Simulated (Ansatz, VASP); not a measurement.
**Two plane-wave programs on AlRu**

The input INCAR:

```
SYSTEM = AlRu
ALGO     = Fast           ! electronic algorithm
EDIFF    = 1E-6           ! SCF threshold, eV
ENCUT    = 520            ! plane-wave cutoff, eV
GGA      = PS             ! functional
ISIF     = 2              ! what is computed and relaxed
ISMEAR   = 0              ! smearing method
LASPH    = .True.         ! aspherical terms in the spheres
LCHARG   = .False.        ! write CHGCAR
LREAL    = .False.        ! projectors in reciprocal space
LWAVE    = .False.        ! write WAVECAR
NBANDS   = 16             ! bands
NELM     = 60             ! most SCF steps
PREC     = Accurate       ! precision mode
SIGMA    = 0.15           ! smearing width, eV
```

Contents of KPOINTS:

```
k-points
0
Gamma
  16 16 16
  0 0 0
```

The input POSCAR:

```
AlRu
1.0
    2.9916000000      0.0000000000      0.0000000000
    0.0000000000      2.9916000000      0.0000000000
    0.0000000000      0.0000000000      2.9916000000
Al Ru
1 1
Direct
    0.0000000000      0.0250701966      0.0000000000
    0.5000000000      0.5000000000      0.5000000000
```

Input for Ansatz:

```yaml
crystal:
  lattice:
    - [2.9916, 0.0, 0.0]
    - [0.0, 2.9916, 0.0]
    - [0.0, 0.0, 2.9916]
  atoms:
    - { symbol: Al, position: [0.0, 0.0250701966, 0.0] }
    - { symbol: Ru, position: [0.5, 0.5, 0.5] }
basis:
  ecutwfc: 420
kpoints:
  mp_grid: { grid: [16, 16, 16] }
hamiltonian:
  xc: pbesol
scf:
  occupations: { method: gaussian, width: 0.15 }
output:
  forces: true
  stress: true
  eigenvalues: true
```

Change from the starting cell: all Al atoms moved +0.075 Å, as atom 1 along Cartesian [0 1 0].

Alike in both runs: task single point; functional PBEsol; k mesh 16 × 16 × 16; occupations gaussian, width 0.15 eV; no spin polarisation.

```csv
,VASP,Ansatz
version,VASP 6.6.1,Ansatz 0.2.0
potentials or method,"VASP PAW PBE potentials, release 64 (Al, Ru_pv), cutoff 520 eV","scalar-relativistic, plane waves, PAW"
valence electrons in the cell,17,19
```

```tsv
	VASP	Ansatz	Ansatz less VASP
gap on the k mesh at the Fermi level (eV)	none	none	-
pressure (GPa)	-2.7	-2.8	-0.06
traceless stress, the component that is largest in VASP (GPa)	-0.29	-0.29	+0.008
rms of the force components (eV/Å)	0.332	0.329	-0.0033
```

VASP's potentials were made for PBE, not for PBEsol. Atom by atom the forces differ by 0.003 eV/Å (rms over components). A gap of «none» marks a metal or a gap that the smearing closes. With one functional, cell and mesh, what is left measures potentials, basis and numerics. VASP's potentials hold 17 valence electrons a cell and Ansatz's 19, so a difference there can come from the potentials and not from the codes.
